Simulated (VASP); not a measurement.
A run of VASP 6.6.1:

The input INCAR:

```
SYSTEM = CdHg2Te3
  ALGO = Normal
  EDIFF = 1E-6
  ENCUT = 520
  GGA = PE
  ISIF = 2
  ISMEAR = 0
  LASPH = .True.
  LCHARG = .True.
  LELF = .True.
  LREAL = .False.
  LVHAR = .True.
  LWAVE = .False.
  NBANDS = 36
  NELM = 100
  PREC = Accurate
  SIGMA = 0.1
```

Contents of KPOINTS:

```
k-points
0
Gamma
  6 6 6
  0 0 0
```

File POSCAR:

```
CdHg2Te3
1.0
   -2.2043339200      2.2043339200      9.3521967900
    2.2043339200     -2.2043339200      9.3521967900
    2.2043339200      2.2043339200     -9.3521967900
Cd Hg Te
1 2 3
Direct
    0.5000000000      0.5000000000      0.0000000000
    0.8333333300      0.8333333300      0.0000000000
    0.1666666700      0.1666666700      0.0000000000
    0.6666666700      0.6666666700      0.0000000000
    0.0000000000      0.0000000000      0.0000000000
    0.3333333300      0.3333333300      0.0000000000
```

Potentials or basis: VASP PAW PBE potentials, release 64 (Cd, Hg, Te).

The run is started by

```bash
$ cat potpaw_PBE.64/Cd/POTCAR potpaw_PBE.64/Hg/POTCAR potpaw_PBE.64/Te/POTCAR > POTCAR
$ mpirun -np 1 vasp_std > vasp.out
```

Hardware: 1 thread of Intel(R) Xeon(R) 6975P-C (Granite Rapids), with other jobs on the host.

**Question.** How long does it take, and how much memory?

**Answer.** It took 8.3 min on 1 thread of Intel(R) Xeon(R) 6975P-C (Granite Rapids), on a shared host, peak memory 1 GiB. Counts: scf iterations 13, k points 30.
